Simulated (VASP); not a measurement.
ScAl, 2 atoms in the cell. Symmetry: Pm-3m, No. 221, cubic system. The conventional cell has a = 3.415 Å, b = 3.415 Å, c = 3.415 Å, α = 90.00°, β = 90.00°, γ = 90.00°. Sc (site symmetry m-3m) has 8 Al at 2.96 Å and 6 Sc at 3.41 Å within 3.9 Å. Within 3.9 Å of Al (site symmetry m-3m) lie 8 Sc at 2.96 Å and 6 Al at 3.41 Å. 

```yaml
Program: VASP 6.6.1
Task: single point
Functional: r2SCAN
Potentials_or_basis: VASP PAW PBE potentials, release 64 (Sc_sv, Al)
Cutoff: 520 eV
k_mesh: 12 × 12 × 12
Occupations: gaussian, width 0.1 eV
Spin: no spin polarisation
Dipole_correction: no
Further_INCAR_settings: ALGO = Normal; EDIFF = 1e-07; NBANDS = 14
```

Potentials or basis: VASP PAW PBE potentials, release 64 (Sc_sv, Al).

The run is started by

```bash
$ cat potpaw_PBE.64/Sc_sv/POTCAR potpaw_PBE.64/Al/POTCAR > POTCAR
$ cp INCAR.step1 INCAR
$ mpirun -np 1 vasp_std > vasp.out
$ cp INCAR.step2 INCAR
$ mpirun -np 1 vasp_std > vasp.out
```

Hardware: 1 thread of Oxide Virtual Turin-like Processor, on a shared host.

Task: Estimate the wall time of this run.

Result: It took 2.1 min on 1 thread of Oxide Virtual Turin-like Processor (shared host), peak memory 0.16 GiB. Counts: k points 84.
